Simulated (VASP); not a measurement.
# BeZn2S2O (P6/mmm) in VASP: a series of runs, part 2 of 2

VASP 6.6.1.

**3. Single point, PBE, collinear spin, ferromagnetic start**

This run uses another cell than the first one, of 15.56 Å³/atom.

The input, INCAR:

```
PREC = Accurate
ENCUT = 520
EDIFF = 1E-6
ISMEAR = 0
SIGMA = 0.1
LREAL = False
LASPH = True
NELM = 150
ALGO = Normal
ISIF = 2
LWAVE = False
LCHARG = False
ISPIN = 2
MAGMOM = 0 0 0 0 0 1
LORBIT = 11
GGA = PE
NBANDS = 35
```

The input, KPOINTS:

```
Automatic mesh
0
Gamma
  6 6 4
```

The input, POSCAR:

```
BeZn2S2O
1.0
    5.1910736200      0.0000000000      0.0000000000
   -2.5955368100      4.4956016300      0.0000000000
    0.0000000000      0.0000000000      4.0017199500
Be Zn S O
1 2 2 1
Direct
    0.0000000000      0.0000000000      0.5000000000
    0.3333333300      0.6666666700      0.0000000000
    0.6666666700      0.3333333300      0.0000000000
    0.3333333300      0.6666666700      0.5000000000
    0.6666666700      0.3333333300      0.5000000000
    0.0000000000      0.0000000000      0.0000000000
```

Potentials or basis: VASP PAW PBE potentials, release 64 (Be, Zn, S, O).

Launch:

```console
> cat potpaw_PBE.64/Be/POTCAR potpaw_PBE.64/Zn/POTCAR potpaw_PBE.64/S/POTCAR potpaw_PBE.64/O/POTCAR > POTCAR
> mpirun -np 1 vasp_std > vasp.out
```

OUTCAR:

```text
PREC = Accurate
   ENCUT = 520
   EDIFF = 1E-6
   ISMEAR = 0
   LREAL = False
   LASPH = True
   NELM = 150
   ISIF = 2
   ISPIN = 2
   LORBIT = 11
   GGA = PE

 ion  position               nearest neighbor table
   1  0.000  0.000  0.500-   6 2.00   6 2.00
   2  0.333  0.667  0.000-   4 2.00   4 2.00   3 3.00   3 3.00   3 3.00
   3  0.667  0.333  0.000-   5 2.00   5 2.00   2 3.00   2 3.00   2 3.00
   4  0.333  0.667  0.500-   2 2.00   2 2.00
   5  0.667  0.333  0.500-   3 2.00   3 2.00
   6  0.000  0.000  0.000-   1 2.00   1 2.00

  LATTYP: Found a hexagonal cell.
 ALAT       =     5.1910736200
 C/A-ratio  =     0.7708848387

  Lattice vectors:

 A1 = (   5.1910736200,   0.0000000000,   0.0000000000)
 A2 = (  -2.5955368100,   4.4956016300,   0.0000000000)
 A3 = (   0.0000000000,   0.0000000000,   4.0017199500)

Analysis of symmetry for initial positions (statically):
=====================================================================
 Subroutine PRICEL returns:
 Original cell was already a primitive cell.

 Routine SETGRP: Setting up the symmetry group for a
 hexagonal supercell.

 Subroutine GETGRP returns: Found 24 space group operations
 (whereof 24 operations were pure point group operations)
 out of a pool of 24 trial point group operations.

The static configuration has the point symmetry D_6h.

Analysis of symmetry for dynamics (positions and initial velocities):
=====================================================================
 Subroutine PRICEL returns:
 Original cell was already a primitive cell.

 Routine SETGRP: Setting up the symmetry group for a
 hexagonal supercell.

 Subroutine GETGRP returns: Found 24 space group operations
 (whereof 24 operations were pure point group operations)
 out of a pool of 24 trial point group operations.

The dynamic configuration has the point symmetry D_6h.

Analysis of structural, dynamic, and magnetic symmetry:
=====================================================================
 Subroutine PRICEL returns:
 Original cell was already a primitive cell.

 Routine SETGRP: Setting up the symmetry group for a
 hexagonal supercell.

 Subroutine GETGRP returns: Found 24 space group operations
 (whereof 24 operations were pure point group operations)
 out of a pool of 24 trial point group operations.

The overall configuration has the point symmetry D_6h.

 Subroutine INISYM returns: Found 24 space group operations
 (whereof 24 operations are pure point group operations),
 and found     1 'primitive' translations

----------------------------------------------------------------------------------------

                                     Primitive cell

  volume of cell :      93.3881

  direct lattice vectors                    reciprocal lattice vectors
     5.191073620  0.000000000  0.000000000     0.192638378  0.111219819  0.000000000
    -2.595536810  4.495601630  0.000000000     0.000000000  0.222439638  0.000000000
     0.000000000  0.000000000  4.001719950     0.000000000  0.000000000  0.249892549

  length of vectors
     5.191073620  5.191073622  4.001719950     0.222439638  0.222439638  0.249892549

  position of ions in fractional coordinates (direct lattice)
     0.000000000  0.000000000  0.500000000
     0.333333330  0.666666670  0.000000000
[... 88 lines left out ...]
   ISYM   =      2    0-nonsym 1-usesym 2-fastsym
   POTIM  = 0.5000    time-step for ionic-motion
   TEBEG  =    0.0;   TEEND  =   0.0 temperature during run
   PSTRESS=    0.0 pullay stress
   NELECT =      44.0000    total number of electrons
   NUPDOWN=      -1.0000    fix difference up-down
   EMIN   =  10.00;   EMAX   =-10.00  energy-range for DOS
   EFERMI =   0.00;   METHOD = LEGACY
   ISMEAR =     0;   SIGMA  =   0.10  broadening in eV -4-tet -1-fermi 0-gaus
   EFERMI_NEDOS =   21; number of points for ismear=-14 and -15
   IALGO  =     38    algorithm
   IMIX   =      4    mixing-type and parameters
     AMIX     =   0.40;   BMIX     =  1.00
     AMIX_MAG =   1.60;   BMIX_MAG =  1.00
  volume/ion in A,a.u.               =      15.56       105.04
  Fermi-wavevector in a.u.,A,eV,Ry     =   1.273880  2.407284 22.079127  1.622770
  Thomas-Fermi vector in A             =   2.406679
   LORBIT       =     11    0 simple, 1 ext, 2 COOP (PROOUT), +10 PAW based schemes
   GGA     = PE    functional components
   LHFCALC =     F    Hartree Fock is set to
   AEXX    =    0.0000 exact exchange contribution
   IVDW    =     0    specifies the selected vdW correction
   LEPSILON=     F    determine dielectric tensor
   LRPA    =     F    only Hartree local field effects (RPA)
 spin polarized calculation
 Gauss-broadening in eV      SIGMA  =   0.10
  energy-cutoff  :      520.00
  volume of cell :       93.39
 maximum number of plane-waves:      2547
 NGX is ok and might be reduce to    40
   NGX = 19   NGY = 19   NGZ = 15

 number of electron      44.0000012 magnetization       0.0000666

 number of electron      44.0000012 magnetization      -0.0000124

 Free energy of the ion-electron system (eV)
  ---------------------------------------------------
  ext. energy  EPLUGINS =         0.00000000
  ---------------------------------------------------
  free energy    TOTEN  =       -18.19317073 eV

  energy without entropy =      -18.18750663  energy(sigma->0) =      -18.19033868

 E-fermi :   3.7567     XC(G=0): -10.1288

 val. band max:        3.7553139554   @ k =   0.3333   0.3333   0.2500
 cond. band min:       3.8864336270   @ k =   0.3333   0.3333   0.5000
 fundamental gap:      0.1311196716
 Fermi energy:         3.7566730683

 spin component 1

 k-point     1 :       0.0000    0.0000    0.0000
  band No.  band energies     occupation
      1     -13.0749      1.00000
      2     -11.2732      1.00000
      3      -9.8489      1.00000
      4      -4.5307      1.00000
      5      -4.5307      1.00000
      6      -4.3776      1.00000
[... 766 lines left out ...]
     33      12.3557      0.00000
     34      12.3557      0.00000
 Fermi energy:         3.7566730683

 spin component 2

 k-point     1 :       0.0000    0.0000    0.0000
  band No.  band energies     occupation
      1     -13.0749      1.00000
      2     -11.2731      1.00000
      3      -9.8489      1.00000
      4      -4.5306      1.00000
      5      -4.5306      1.00000
      6      -4.3776      1.00000
[... 766 lines left out ...]
     33      12.3557      0.00000
     34      12.3557      0.00000
 [bands above 34 left out]

------------------------ aborting loop because EDIFF is reached ----------------------------------------

  FORCE on cell =-STRESS in cart. coord.  units (eV):
  Direction    XX          YY          ZZ          XY          YZ          ZX
  --------------------------------------------------------------------------------------
  -------------------------------------------------------------------------------------
  Total        0.9547040      0.9547040     12.4313338      0.0000000      0.0000000      0.0000000
  in kB       16.3790087     16.3790087    213.2733593      0.0000000      0.0000000      0.0000000
  external PRESSURE =      82.0104589 kB  Pullay stress =       0.0000000 kB

 VOLUME and BASIS-vectors are now :
 -----------------------------------------------------------------------------
  energy-cutoff  :      520.00
  volume of cell :       93.39
      direct lattice vectors                 reciprocal lattice vectors
     5.191073620  0.000000000  0.000000000     0.192638378  0.111219819  0.000000000
    -2.595536810  4.495601630  0.000000000     0.000000000  0.222439638  0.000000000
     0.000000000  0.000000000  4.001719950     0.000000000  0.000000000  0.249892549

 POSITION                                       TOTAL-FORCE (eV/Angst)
 -----------------------------------------------------------------------------------
      0.00000      0.00000      2.00086         0.000000     -0.000000     -0.000000
     -0.00000      2.99707      0.00000         0.000000     -0.000000     -0.000000
      2.59554      1.49853      0.00000        -0.000000      0.000000     -0.000000
     -0.00000      2.99707      2.00086         0.000000     -0.000000      0.000000
      2.59554      1.49853      2.00086        -0.000000      0.000000     -0.000000
      0.00000      0.00000      0.00000         0.000000     -0.000000     -0.000000
 -----------------------------------------------------------------------------------
    total drift:                                0.000000     -0.000000     -0.000000

  FREE ENERGIE OF THE ION-ELECTRON SYSTEM (eV)
  ---------------------------------------------------
  free  energy   TOTEN  =       -18.1931707317 eV

  energy  without entropy=      -18.1875066301  energy(sigma->0) =      -18.19033868

 total charge

# of ion       s       p       d       tot
------------------------------------------
    1        0.243   0.270   0.000   0.513
    2        0.647   0.535   9.817  11.000
    3        0.647   0.535   9.817  11.000
    4        1.333   2.507   0.000   3.840
    5        1.333   2.507   0.000   3.840
    6        1.560   3.282   0.000   4.842
--------------------------------------------------
tot          5.762   9.636  19.635  35.033

 magnetization (x)

# of ion       s       p       d       tot
------------------------------------------
    1        0.000   0.000   0.000   0.000
    2        0.000  -0.000   0.000   0.000
    3        0.000  -0.000   0.000   0.000
    4       -0.000   0.000   0.000   0.000
    5       -0.000   0.000   0.000   0.000
    6       -0.000   0.000   0.000   0.000
--------------------------------------------------
tot         -0.000   0.000   0.000   0.000
```

Wall time 2.3 min (1 thread of Intel Xeon Platinum 8488C (Sapphire Rapids), shared host); peak memory 0.3 GiB.

What came out:

```
Free energy                                           : -18.1932 eV
Pressure                                              : 8.2 GPa
Band gap on the k mesh                                : zero (filled and empty bands overlap)
Net moment                                            : 0.00 μB per cell
Valence electrons inside the program's atomic spheres : Be 0.51; Zn 11.00; S 3.84; O 4.84
```

Levels at points of the mesh, in eV from the Fermi level:
Spin up:
| k point | band 20 | band 21 | band 22 | band 23 | band 24 | band 25 |
| --- | --- | --- | --- | --- | --- | --- |
| (0.00, 0.00, 0.00) | -3.44 | -1.07 | -0.74 | -0.74 | 1.15 | 3.70 |
| (0.50, 0.00, 0.00) | -1.73 | -1.46 | -0.90 | 0.62 | 0.87 | 2.27 |
| (0.00, 0.00, 0.50) | -2.17 | -1.57 | -1.57 | 1.03 | 1.03 | 3.65 |
| (0.50, 0.00, 0.50) | -1.46 | -1.08 | -0.02 | 1.73 | 1.76 | 4.09 |
Spin down:
| k point | band 19 | band 20 | band 21 | band 22 | band 23 | band 24 | band 25 | band 26 |
| --- | --- | --- | --- | --- | --- | --- | --- | --- |
| (0.00, 0.00, 0.00) | -3.44 | -3.44 | -1.07 | -0.74 | -0.74 | 1.15 | 3.70 | 5.00 |
| (0.50, 0.00, 0.00) | -2.85 | -1.73 | -1.46 | -0.90 | 0.62 | 0.87 | 2.27 | 4.33 |
| (0.00, 0.00, 0.50) | -2.17 | -2.17 | -1.57 | -1.57 | 1.03 | 1.03 | 3.65 | 4.97 |
| (0.50, 0.00, 0.50) | -2.09 | -1.46 | -1.08 | -0.02 | 1.73 | 1.76 | 4.09 | 4.11 |

Caveat: the k points lie up to 0.39 Å⁻¹ apart, too coarse for converged energies and pressures of a metal.
